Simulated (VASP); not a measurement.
# Bi (R-3m) in VASP: notebook

Runs on Bi. Level: LDA. Tasks: electric field gradients, density of states.

Program: VASP 6.6.1. These are calculated values, not measurements. Logs are shortened: lines on timing, memory, paths and dates and some standing lists are left out, and cuts for length are marked.

## 1. The cell of the first run

Symmetry: R-3m, No. 166, trigonal system. Conventional cell: a = 4.410 Å, b = 4.410 Å, c = 11.862 Å, α = 90.00°, β = 90.00°, γ = 120.00°. Within 4.0 Å of Bi (site symmetry 3m) lie 6 Bi at 3.00 to 3.47 Å.

## 2. Electric field gradients, LDA (equal xx and yy strain of -3 %)

INCAR

```
SYSTEM = Bi
PREC = Accurate
ENCUT = 400
EDIFF = 1E-8
ISMEAR = -1
SIGMA = 0.03
LREAL = .FALSE.
LASPH = .TRUE.
NELM = 120
ALGO = Normal
ISIF = 2
LWAVE = .FALSE.
LCHARG = .FALSE.
LEFG = .TRUE.
NBANDS = 22
GGA_COMPAT = .FALSE.
```

KPOINTS

```
Automatic mesh
0
G
  11 11 11
  0 0 0
```

POSCAR

```
Bi
1.0
    2.2048096880      1.2729474669      3.9540000000
   -2.2048096880      1.2729474669      3.9540000000
    0.0000000000     -2.5458949337      3.9540000000
Bi
2
Direct
    0.2338900000      0.2338900000      0.2338900000
    0.7661100000      0.7661100000      0.7661100000
```

Potentials or basis: VASP PAW LDA potentials, release 64 (Bi_d).

On the command line:

```
cat potpaw_LDA.64/Bi_d/POTCAR > POTCAR
mpirun -np 1 vasp_std > vasp.out
```

OUTCAR:

```text
SYSTEM = Bi
   PREC = Accurate
   ENCUT = 400
   EDIFF = 1E-8
   ISMEAR = -1
   LREAL = .FALSE.
   LASPH = .TRUE.
   NELM = 120
   ISIF = 2

 ion  position               nearest neighbor table
   1  0.234  0.234  0.234-   2 3.00   2 3.00   2 3.00   2 3.47   2 3.47   2 3.47
   2  0.766  0.766  0.766-   1 3.00   1 3.00   1 3.00   1 3.47   1 3.47   1 3.47

  LATTYP: Found a trigonal (rhomboedric) cell.
 ALAT       =     4.7027329303
 COS(alpha) =     0.5603859325

  Lattice vectors:

 A1 = (   2.2048096880,   1.2729474669,   3.9540000000)
 A2 = (  -2.2048096880,   1.2729474669,   3.9540000000)
 A3 = (   0.0000000000,  -2.5458949337,   3.9540000000)

Analysis of symmetry for initial positions (statically):
=====================================================================
 Subroutine PRICEL returns:
 Original cell was already a primitive cell.

 Routine SETGRP: Setting up the symmetry group for a
 trigonal (rhombohedral) supercell.

 Subroutine GETGRP returns: Found 12 space group operations
 (whereof 12 operations were pure point group operations)
 out of a pool of 12 trial point group operations.

The static configuration has the point symmetry D_3d.

Analysis of symmetry for dynamics (positions and initial velocities):
=====================================================================
 Subroutine PRICEL returns:
 Original cell was already a primitive cell.

 Routine SETGRP: Setting up the symmetry group for a
 trigonal (rhombohedral) supercell.

 Subroutine GETGRP returns: Found 12 space group operations
 (whereof 12 operations were pure point group operations)
 out of a pool of 12 trial point group operations.

The dynamic configuration has the point symmetry D_3d.

 Subroutine INISYM returns: Found 12 space group operations
 (whereof 12 operations are pure point group operations),
 and found     1 'primitive' translations

----------------------------------------------------------------------------------------

                                     Primitive cell

  volume of cell :      66.5839

  direct lattice vectors                    reciprocal lattice vectors
     2.204809688  1.272947467  3.954000000     0.226776943  0.130929729  0.084302816
    -2.204809688  1.272947467  3.954000000    -0.226776943  0.130929729  0.084302816
     0.000000000 -2.545894934  3.954000000     0.000000000 -0.261859458  0.084302816

  length of vectors
     4.702732930  4.702732930  4.702732930     0.275095148  0.275095148  0.275095148

  position of ions in fractional coordinates (direct lattice)
     0.233890000  0.233890000  0.233890000
     0.766110000  0.766110000  0.766110000

  ion indices of the primitive-cell ions
   primitive index   ion index
                 1           1
                 2           2

----------------------------------------------------------------------------------------

 KPOINTS: Automatic mesh

Automatic generation of k-mesh.
 Grid dimensions read from file:
 generate k-points for:   11   11   11

 Generating k-lattice:

  Cartesian coordinates                     Fractional coordinates (reciprocal lattice)
     0.020616086  0.011902703  0.007663892     0.090909091  0.000000000  0.000000000
    -0.020616086  0.011902703  0.007663892     0.000000000  0.090909091  0.000000000
     0.000000000 -0.023805405  0.007663892     0.000000000  0.000000000  0.090909091

  Length of vectors
     0.025008650  0.025008650  0.025008650

  Shift w.r.t. Gamma in fractional coordinates (k-lattice)
     0.000000000  0.000000000  0.000000000

 Subroutine IBZKPT returns following result:
 ===========================================

 Found    146 irreducible k-points:

 Following reciprocal coordinates:
            Coordinates               Weight
  0.000000  0.000000  0.000000      1.000000
  0.090909  0.000000  0.000000      6.000000
  0.181818 -0.000000  0.000000      6.000000
  0.272727 -0.000000  0.000000      6.000000
  0.363636  0.000000  0.000000      6.000000
  0.454545 -0.000000  0.000000      6.000000
[... 16 lines left out ...]
 -0.272727  0.181818 -0.000000     12.000000
 -0.181818  0.181818  0.000000      6.000000
 [... further k-points ...]
   k-points           NKPTS =    146   k-points in BZ     NKDIM =    146   number of bands    NBANDS=     22
   number of dos      NEDOS =    301   number of ions     NIONS =      2
   total plane-waves  NPLWV =  32768
   dimension x,y,z NGX =    32 NGY =   32 NGZ =   32
   dimension x,y,z NGXF=    64 NGYF=   64 NGZF=   64
   ions per type =               2
   NGX,Y,Z   is equivalent  to a cutoff of  11.31, 11.31, 11.31 a.u.
   NGXF,Y,Z  is equivalent  to a cutoff of  22.62, 22.62, 22.62 a.u.
 SYSTEM =  Bi
   PREC   = accura    normal or accurate (medium, high low for compatibility)
   ISTART =      0    job   : 0-new  1-cont  2-samecut
   ICHARG =      2    charge: 1-file 2-atom 10-const
   ISPIN  =      1    spin polarized calculation?
   LNONCOLLINEAR =      F non collinear calculations
   LSORBIT =      F    spin-orbit coupling
   LASPH  =      T    aspherical Exc in radial PAW
   ENCUT  =  400.0 eV  29.40 Ry    5.42 a.u.   7.67  7.67  7.67*2*pi/ulx,y,z
   NELM   =    120;   NELMIN=  2; NELMDL= -5     # of ELM steps
   EDIFF  = 0.1E-07   stopping-criterion for ELM
   LREAL  =      F    real-space projection
   EDIFFG = 0.1E-06   stopping-criterion for IOM
   NSW    =      0    number of steps for IOM
   IBRION =     -1    ionic relax: 0-MD 1-quasi-New 2-CG
   NFREE  =      0    steps in history (QN), initial steepest desc. (CG)
   ISIF   =      2    stress and relaxation
   ISYM   =      2    0-nonsym 1-usesym 2-fastsym
   POTIM  = 0.5000    time-step for ionic-motion
   TEBEG  =    0.0;   TEEND  =   0.0 temperature during run
   PSTRESS=    0.0 pullay stress
   NELECT =      30.0000    total number of electrons
   NUPDOWN=      -1.0000    fix difference up-down
   EMIN   =  10.00;   EMAX   =-10.00  energy-range for DOS
   EFERMI =   0.00;   METHOD = LEGACY
   ISMEAR =    -1;   SIGMA  =   0.03  broadening in eV -4-tet -1-fermi 0-gaus
   EFERMI_NEDOS =   21; number of points for ismear=-14 and -15
   IALGO  =     38    algorithm
   IMIX   =      4    mixing-type and parameters
     AMIX     =   0.40;   BMIX     =  1.00
     AMIX_MAG =   1.60;   BMIX_MAG =  1.00
  volume/ion in A,a.u.               =      33.29       224.67
  Fermi-wavevector in a.u.,A,eV,Ry     =   1.255043  2.371688 21.430999  1.575134
  Thomas-Fermi vector in A             =   2.388819
   LORBIT       =      0    0 simple, 1 ext, 2 COOP (PROOUT), +10 PAW based schemes
   GGA     = CA    functional components
   LHFCALC =     F    Hartree Fock is set to
   AEXX    =    0.0000 exact exchange contribution
   IVDW    =     0    specifies the selected vdW correction
   LEPSILON=     F    determine dielectric tensor
   LRPA    =     F    only Hartree local field effects (RPA)
 non-spin polarized calculation
  energy-cutoff  :      400.00
  volume of cell :       66.58
 maximum number of plane-waves:      1221
   NGX = 15   NGY = 15   NGZ = 15

 number of electron      30.0000001 magnetization

 Free energy of the ion-electron system (eV)
  ---------------------------------------------------
  ext. energy  EPLUGINS =         0.00000000
  ---------------------------------------------------
  free energy    TOTEN  =        -9.10350979 eV

  energy without entropy =       -9.10297324  energy(sigma->0) =       -9.10324151

 E-fermi :   6.8038     XC(G=0): -10.0501

 val. band max:        6.7669089009   @ k =   0.2727   0.2727   0.1818
 cond. band min:       6.8199319112   @ k =   0.3636   0.1818   0.1818
 fundamental gap:      0.0530230104
 Fermi energy:         6.8037638274

 k-point     1 :       0.0000    0.0000    0.0000
  band No.  band energies     occupation
      1     -16.2377      2.00000
      2     -16.2377      2.00000
      3     -16.0520      2.00000
      4     -16.0520      2.00000
      5     -16.0386      2.00000
      6     -15.8250      2.00000
[... 14 lines left out ...]
     21      12.7208      0.00000
     22      13.0319      0.00000

 k-point     2 :       0.0909    0.0000    0.0000
  band No.  band energies     occupation
      1     -16.2307      2.00000
      2     -16.2285      2.00000
      3     -16.0490      2.00000
      4     -16.0463      2.00000
      5     -16.0337      2.00000
      6     -15.8294      2.00000
[... 542 lines left out ...]
 k-point    24 :      -0.1818    0.1818    0.0000
  band No.  band energies     occupation
      1     -16.2003      2.00000
      2     -16.1155      2.00000
      3     -16.0276      2.00000
      4     -16.0158      2.00000
      5     -15.9630      2.00000
      6     -15.8994      2.00000
[... 14 lines left out ...]
     21      15.0232      0.00000
     22      15.6076      0.00000

 [... further k-points ...]

------------------------ aborting loop because EDIFF is reached ----------------------------------------

  FORCE on cell =-STRESS in cart. coord.  units (eV):
  Direction    XX          YY          ZZ          XY          YZ          ZX
  --------------------------------------------------------------------------------------
  -------------------------------------------------------------------------------------
  Total        0.8152352      0.8152352      0.2560008      0.0000000      0.0000000      0.0000000
  in kB       19.6166122     19.6166122      6.1600244      0.0000000      0.0000000      0.0000000
  external PRESSURE =      15.1310830 kB  Pullay stress =       0.0000000 kB

 VOLUME and BASIS-vectors are now :
 -----------------------------------------------------------------------------
  energy-cutoff  :      400.00
  volume of cell :       66.58
      direct lattice vectors                 reciprocal lattice vectors
     2.204809688  1.272947467  3.954000000     0.226776943  0.130929729  0.084302816
    -2.204809688  1.272947467  3.954000000    -0.226776943  0.130929729  0.084302816
     0.000000000 -2.545894934  3.954000000     0.000000000 -0.261859458  0.084302816

 POSITION                                       TOTAL-FORCE (eV/Angst)
 -----------------------------------------------------------------------------------
      0.00000      0.00000      2.77440         0.000000      0.000000      0.318917
      0.00000      0.00000      9.08760         0.000000     -0.000000     -0.318917
 -----------------------------------------------------------------------------------
    total drift:                                0.000000     -0.000000      0.000000

  FREE ENERGIE OF THE ION-ELECTRON SYSTEM (eV)
  ---------------------------------------------------
  free  energy   TOTEN  =        -9.1035097854 eV

  energy  without entropy=       -9.1029732373  energy(sigma->0) =       -9.10324151

 Electric field gradients (V/A^2)
---------------------------------------------------------------------
 ion       V_xx      V_yy      V_zz      V_xy      V_xz      V_yz
---------------------------------------------------------------------
   1       4.558     4.558    -9.116     0.000     0.000    -0.000
   2       4.558     4.558    -9.116    -0.000    -0.000    -0.000
---------------------------------------------------------------------

 Electric field gradients after diagonalization (V/A^2)
 (convention: |V_zz| > |V_xx| > |V_yy|)
----------------------------------------------------------------------
 ion       V_xx      V_yy      V_zz     asymmetry (V_yy - V_xx)/ V_zz
----------------------------------------------------------------------
   1       4.558     4.558    -9.116       0.000
   2       4.558     4.558    -9.116       0.000
----------------------------------------------------------------------

           NMR quadrupolar parameters

 Cq : quadrupolar parameter    Cq=e*Q*V_zz/h
 eta: asymmetry parameters     (V_yy - V_xx)/ V_zz
 Q  : nuclear electric quadrupole moment in mb (millibarn)
----------------------------------------------------------------------
 ion       Cq(MHz)       eta       Q (mb)
----------------------------------------------------------------------
   1      -0.022       0.000       1.000
   2      -0.022       0.000       1.000
----------------------------------------------------------------------
```

Wall time 1.9 min (1 thread of Intel Xeon Platinum 8375C at 2.90GHz (Ice Lake), shared host); peak memory 0.22 GiB.

Results:

* Free energy: -9.1035 eV
* Pressure: 1.5 GPa
* Largest force: 0.319 eV/Å
* Band gap on the k mesh: zero (band 15 reaches 6.82 eV, above the bottom of band 16 at 6.65 eV)

Forces on the atoms (eV/Å):
```
Bi   0.000  0.000  0.319
Bi   0.000  0.000 -0.319
```

Stress tensor (GPa, compression positive):
```
1.96 0.00 0.00
0.00 1.96 0.00
0.00 0.00 0.62
```

Electric field gradients, principal values (V/Å²):
```tsv
atom	least	middle	greatest (by size)
1 Bi	4.558	4.558	-9.116
2 Bi	4.558	4.558	-9.116
```

Caveat: the cell differs from its parent crystal (equal xx and yy strain of -3 %); without QUAD_EFG the Cq values of the log hold for a quadrupole moment of 1 mb, not for the nuclei; spin-orbit coupling is left out, which moves the levels of the heavy elements.

## 3. Electric field gradients, LDA (equal xx and yy strain of -3 %)

INCAR

```
  PREC = Accurate
  ENCUT = 400
  EDIFF = 1E-8
  ISMEAR = -1
  SIGMA = 0.03
  LREAL = False
  LASPH = True
  NELM = 120
  ALGO = Normal
  ISIF = 2
  LWAVE = False
  LCHARG = False
  LEFG = True
  NBANDS = 22
  GGA_COMPAT = False
```

KPOINTS

```
regular mesh
0
Gamma
  11 11 11
```

POSCAR is that of step 2.

Potentials or basis: VASP PAW LDA potentials, release 64 (Bi_d).

On the command line:

```
cat potpaw_LDA.64/Bi_d/POTCAR > POTCAR
mpirun -np 1 vasp_std > vasp.out
```

OUTCAR:

```text
PREC = Accurate
   ENCUT = 400
   EDIFF = 1E-8
   ISMEAR = -1
   LREAL = False
   LASPH = True
   NELM = 120
   ISIF = 2

 ion  position               nearest neighbor table
   1  0.234  0.234  0.234-   2 3.00   2 3.00   2 3.00   2 3.47   2 3.47   2 3.47
   2  0.766  0.766  0.766-   1 3.00   1 3.00   1 3.00   1 3.47   1 3.47   1 3.47

  LATTYP: Found a trigonal (rhomboedric) cell.
 ALAT       =     4.7027329303
 COS(alpha) =     0.5603859325

  Lattice vectors:

 A1 = (   2.2048096880,   1.2729474669,   3.9540000000)
 A2 = (  -2.2048096880,   1.2729474669,   3.9540000000)
 A3 = (   0.0000000000,  -2.5458949337,   3.9540000000)

Analysis of symmetry for initial positions (statically):
[... 812 lines left out ...]

 Electric field gradients (V/A^2)
---------------------------------------------------------------------
 ion       V_xx      V_yy      V_zz      V_xy      V_xz      V_yz
---------------------------------------------------------------------
   1       4.558     4.558    -9.116     0.000     0.000    -0.000
   2       4.558     4.558    -9.116    -0.000    -0.000    -0.000
---------------------------------------------------------------------

 Electric field gradients after diagonalization (V/A^2)
 (convention: |V_zz| > |V_xx| > |V_yy|)
----------------------------------------------------------------------
 ion       V_xx      V_yy      V_zz     asymmetry (V_yy - V_xx)/ V_zz
----------------------------------------------------------------------
   1       4.558     4.558    -9.116       0.000
   2       4.558     4.558    -9.116       0.000
----------------------------------------------------------------------

           NMR quadrupolar parameters

 Cq : quadrupolar parameter    Cq=e*Q*V_zz/h
 eta: asymmetry parameters     (V_yy - V_xx)/ V_zz
 Q  : nuclear electric quadrupole moment in mb (millibarn)
----------------------------------------------------------------------
 ion       Cq(MHz)       eta       Q (mb)
----------------------------------------------------------------------
   1      -0.022       0.000       1.000
   2      -0.022       0.000       1.000
----------------------------------------------------------------------
```

OSZICAR:

```text
N       E                     dE             d eps       ncg     rms          rms(c)
DAV:   1     0.286270630438E+03    0.28627E+03   -0.14309E+04  6454   0.142E+03
DAV:   2     0.146819667227E+02   -0.27159E+03   -0.26514E+03  6616   0.398E+02
DAV:   3    -0.834800783541E+01   -0.23030E+02   -0.22796E+02  7798   0.135E+02
DAV:   4    -0.910175824168E+01   -0.75375E+00   -0.75353E+00  8070   0.273E+01
DAV:   5    -0.913069397816E+01   -0.28936E-01   -0.28935E-01  9220   0.463E+00    0.117E+00
DAV:   6    -0.911227562971E+01    0.18418E-01   -0.17473E-02  8670   0.140E+00    0.671E-01
DAV:   7    -0.910351045199E+01    0.87652E-02   -0.12881E-02  8092   0.118E+00    0.101E-01
DAV:   8    -0.910350185116E+01    0.86008E-05   -0.12895E-03  7490   0.393E-01    0.230E-02
DAV:   9    -0.910351059106E+01   -0.87399E-05   -0.60407E-05  9882   0.568E-02    0.848E-03
DAV:  10    -0.910350968900E+01    0.90206E-06   -0.41322E-06  8010   0.204E-02    0.178E-03
DAV:  11    -0.910350978109E+01   -0.92087E-07   -0.23630E-07  8516   0.361E-03    0.767E-04
DAV:  12    -0.910350978543E+01   -0.43474E-08   -0.21464E-08  6600   0.105E-03
   1 F= -.91035098E+01 E0= -.91032415E+01  d E =-.536548E-03
```

It took 1.7 min on 1 thread of Intel Xeon Platinum 8375C at 2.90GHz (Ice Lake), shared host; peak memory 0.22 GiB.

Results:

| Quantity | Value |
| --- | --- |
| Free energy | -9.1035 eV |
| Pressure | 1.5 GPa |
| Largest force | 0.319 eV/Å |
| Band gap on the k mesh | zero (band 15 reaches 6.82 eV, above the bottom of band 16 at 6.65 eV) |

Forces on the atoms (eV/Å):
```
Bi   0.000  0.000  0.319
Bi   0.000  0.000 -0.319
```

Electric field gradients, principal values (V/Å²):
```csv
atom,least,middle,greatest (by size)
1 Bi,4.558,4.558,-9.116
2 Bi,4.558,4.558,-9.116
```

Caveat: the cell differs from its parent crystal (equal xx and yy strain of -3 %); without QUAD_EFG the Cq values of the log hold for a quadrupole moment of 1 mb, not for the nuclei; spin-orbit coupling is left out, which moves the levels of the heavy elements.

[end of part 1 of 3]
